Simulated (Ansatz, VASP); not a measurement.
## MgCd3Te4 in VASP and in Ansatz

```xyz
8
Lattice="6.5911 0.0000 0.0000 0.0000 6.5911 0.0000 0.0000 0.0000 6.5911" Properties=species:S:1:pos:R:3 pbc="T T T"
Mg    0.0000    0.0000    0.0000
Cd    0.0000    3.2956    3.2956
Cd    3.2956    0.0000    3.2956
Cd    3.2956    3.2956    0.0000
Te    4.9612    4.9612    1.6299
Te    4.9612    1.6299    4.9612
Te    1.6299    4.9612    4.9612
Te    1.6299    1.6299    1.6299
```

Alike in both runs: task single point; functional PBE; k mesh 2 × 2 × 2; occupations gaussian, width 0.1 eV; no spin polarisation.

|  | VASP | Ansatz |
| --- | --- | --- |
| version | VASP 6.6.1 | Ansatz 0.2.0 |
| potentials or method | VASP PAW PBE potentials, release 64 (Mg, Cd, Te), cutoff 520 eV | scalar-relativistic, plane waves, PAW |
| valence electrons in the cell | 62 | 134 |

|  | VASP | Ansatz | Ansatz less VASP |
| --- | --- | --- | --- |
| gap on the k mesh at the Fermi level (eV) | 0.98 | 0.99 | +0.004 |
| least direct gap on the mesh (eV) | 0.98 | 0.99 | +0.004 |
| pressure (GPa) | 0.2 | 0.1 | -0.07 |
| rms of the force components (eV/Å) | 0.010 | 0.004 | -0.0062 |

Atom by atom the forces differ by 0.006 eV/Å (rms over components). The functional is the same, so the differences come from potentials, cutoffs and numerics. VASP's potentials hold 62 valence electrons a cell and Ansatz's 134, so a difference there can come from the potentials and not from the codes.

The k mesh is coarse, so the values compare programs but aren't converged. Spin-orbit coupling is off throughout.
